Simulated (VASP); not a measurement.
Wanted: the native input for a VASP 6.6.1 run.

| Quantity | Value |
| --- | --- |
| Task | single point |
| Functional | PBE |
| Potentials or basis | VASP PAW PBE potentials, release 64 (Al, Cu) |
| Cutoff | 520 eV |
| k mesh | 14 × 10 × 6 |
| Occupations | gaussian, width 0.1 eV |
| Spin | no spin polarisation |
| Dipole correction | no |
| Further INCAR settings | ALGO = Fast; EDIFF = 1e-06; NBANDS = 38 |

The structure of AlCu5 lies in POSCAR:

```
AlCu5
1.0
    2.5855876957      0.0000000000      0.0000000000
    0.0000000000      3.4356417801      0.0000000000
    0.0000000000      0.0000000000      7.6210536319
Al Cu
1 5
Direct
    0.5000000000      0.5000000000      0.0000000000
    0.0000000000      0.0000000000      0.8299833948
    0.0000000000      0.0000000000      0.1700166052
    0.5000000000      0.5000000000      0.3359841128
    0.0000000000      0.0000000000      0.5000000000
    0.5000000000      0.5000000000      0.6640158872
```

This cell differs from its parent crystal: volume scaled by 0.91, then relaxed in part.

These files were run (other wordings do the same):

INCAR

```
PREC = Accurate
ENCUT = 520
EDIFF = 1E-6
ISMEAR = 0
SIGMA = 0.1
LREAL = F
LASPH = T
NELM = 100
ALGO = Fast
ISIF = 2
LWAVE = F
LCHARG = F
GGA = PE
NBANDS = 38
```

KPOINTS

```
Automatic mesh
0
Gamma
  14 10 6
```

Potentials or basis: VASP PAW PBE potentials, release 64 (Al, Cu).

Command:

```bash
$ cat potpaw_PBE.64/Al/POTCAR potpaw_PBE.64/Cu/POTCAR > POTCAR
$ mpirun -np 1 vasp_std > vasp.out
```

Results of the run:

```
Pressure               : 16.2 GPa
Largest force          : 0.006 eV/Å
Band gap on the k mesh : zero (band 29 reaches 11.21 eV, above the bottom of band 30 at 7.28 eV)
```

Wall time 4.3 min on 1 thread of Intel(R) Xeon(R) 6975P-C (Granite Rapids), with other jobs on the host, peak memory 0.45 GiB.
